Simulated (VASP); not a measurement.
# Si2W: relaxation of cell and atoms with RPBE

Si2W:

```xyz
9
Lattice="4.6169 0.0000 0.0000 -2.3084 3.9983 0.0000 0.0000 0.0000 6.6532" Properties=species:S:1:pos:R:3 pbc="T T T"
W     2.3084    0.0000    3.3266
W     1.1542    1.9992    5.5444
W    -1.1542    1.9992    1.1089
Si    1.1332    0.6542    1.1089
Si    3.4837    0.6542    5.5444
Si    0.0000    1.3085    3.3266
Si    1.1753    3.3441    1.1089
Si   -1.1753    3.3441    5.5444
Si    2.3084    2.6899    3.3266
```

| Quantity | Value |
| --- | --- |
| Program | VASP 6.6.1 |
| Task | relaxation of cell and atoms |
| Functional | RPBE |
| Potentials or basis | VASP PAW PBE potentials, release 64 (W_sv, Si) |
| Cutoff | 600 eV |
| k mesh | 7 × 7 × 4 |
| Occupations | fermi-dirac, width 0.05 eV |
| Spin | no spin polarisation |
| Dipole correction | no |
| Further INCAR settings | ALGO = Normal; EDIFF = 1e-07; IBRION = 2; EDIFFG = -0.01; NSW = 60; ISIF = 3 |

```json
{
 "Relaxed volume": "13.77 Å³/atom",
 "Relaxed cell": "a = 4.632 Å, b = 4.632 Å, c = 6.670 Å, α = 90.00°, β = 90.00°, γ = 120.00°",
 "Space group after relaxing (to 0.1 Å)": "P6_222 (No. 180)",
 "Energy gained by relaxing": "0.8 meV/atom",
 "Ionic steps": "5",
 "Pressure after relaxing": "0.0 GPa",
 "Band gap on the k mesh": "0.24 eV (least direct gap 0.69 eV)"
}
```

Forces in eV/Å, atoms in the order of the input:
```
W    0.000  0.000  0.000
W    0.000  0.000  0.000
W    0.000  0.000  0.000
Si  -0.002 -0.001  0.000
Si   0.002 -0.001  0.000
Si   0.000 -0.003  0.000
Si   0.002  0.001  0.000
Si  -0.002  0.001  0.000
Si   0.000  0.003  0.000
```

The path:
```tsv
step	energy change (eV)	largest force (eV/Å)	pressure (GPa)	volume (Å³)
1	0.0000	0.0162	1.98	122.82
2	0.0125	0.0102	-3.17	125.84
3	-0.0068	0.0061	0.00	123.93
4	-0.0068	0.0059	-0.04	123.95
5	-0.0068	0.0027	-0.04	123.96
```

Final structure:
```
W Si
1.0
     4.63250    0.00000    0.00000
    -2.31625    4.01186    0.00000
     0.00000    0.00000    6.66966
W Si
3 6
Cartesian
  2.3162 0.0000 3.3348
  1.1581 2.0059 5.5581
  -1.1581 2.0059 1.1116
  1.1365 0.6562 1.1116
  3.4960 0.6562 5.5581
  0.0000 1.3123 3.3348
  1.1797 3.3557 1.1116
  -1.1797 3.3557 5.5581
  2.3162 2.6995 3.3348
```

Levels at points of the mesh, in eV from the valence-band top:
| k point | band 29 | band 30 | band 31 | band 32 | band 33 | band 34 | band 35 | band 36 | band 37 | band 38 |
| --- | --- | --- | --- | --- | --- | --- | --- | --- | --- | --- |
| (0.00, 0.00, 0.00) | -3.26 | -3.26 | -2.93 | -2.49 | -0.82 | 2.27 | 2.27 | 2.35 | 2.39 | 2.66 |
| (0.00, 0.00, 0.50) | -2.64 | -2.64 | -2.53 | -0.61 | -0.61 | 1.84 | 2.07 | 2.07 | 2.31 | 2.48 |

It took 6.6 min on 1 thread of Intel(R) Xeon(R) Platinum 8488C (Sapphire Rapids), on a shared host, peak memory 0.34 GiB.

Caveat: the PAW data sets were made with another functional, which shifts forces and pressure a little; spin-orbit coupling is left out, which moves the levels of the heavy elements. A k mesh can miss the band edges.
